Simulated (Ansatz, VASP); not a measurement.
One calculation of Ti7PbO16, two programs

```
CELL_PARAMETERS angstrom
-4.64035 4.64035 0.00000
4.64035 4.64035 0.00000
0.00000 -4.64035 -6.01223
ATOMIC_POSITIONS crystal
Pb 0.25000 0.75000 0.50000
Ti 0.99348 0.49348 0.98696
Ti 0.75000 0.25000 0.50000
Ti 0.50652 0.00652 0.01304
Ti 0.62100 0.62100 0.24199
Ti 0.37508 0.37508 0.75016
Ti 0.12492 0.12492 0.24984
Ti 0.87900 0.87900 0.75801
O 0.11149 0.81781 0.22297
O 0.87266 0.56688 0.74533
O 0.62734 0.32155 0.25467
O 0.38851 0.09484 0.77703
O 0.93137 0.75000 0.50000
O 0.69794 0.50165 0.00331
O 0.44331 0.25000 0.50000
O 0.19464 0.99835 0.99669
O 0.56863 0.75000 0.50000
O 0.30536 0.50165 0.00331
O 0.05669 0.25000 0.50000
O 0.80206 0.99835 0.99669
O 0.11149 0.40516 0.22297
O 0.87266 0.17845 0.74533
O 0.62734 0.93312 0.25467
O 0.38851 0.68219 0.77703
```

Alike in both runs: functional PBE; k mesh 2 × 2 × 2; occupations gaussian, width 0.01 eV; no spin polarisation; Hubbard terms Ti d U = 4.0 eV.

Ansatz relaxed the structure, and its values are those at the end. VASP's run is a single point on that final structure, the one shown.

|  | VASP | Ansatz |
| --- | --- | --- |
| version | VASP 6.6.1 | Ansatz 0.2.0 |
| potentials or method | VASP PAW PBE potentials, release 64 (Pb_d, Ti_sv, O), cutoff 520 eV | scalar-relativistic, plane waves, PAW |
| valence electrons in the cell | 194 | 194 |

```tsv
	VASP	Ansatz	Ansatz less VASP
gap on the k mesh at the Fermi level (eV)	1.82	1.84	+0.016
least direct gap on the mesh (eV)	1.82	1.84	+0.016
rms of the force components (eV/Å)	0.091	0.001	-0.0906
```

The programs project onto different local orbitals, so the same U acts differently, and such runs can settle in different states.

The k mesh is coarse, so the values compare programs but aren't converged. Spin-orbit coupling is off throughout.
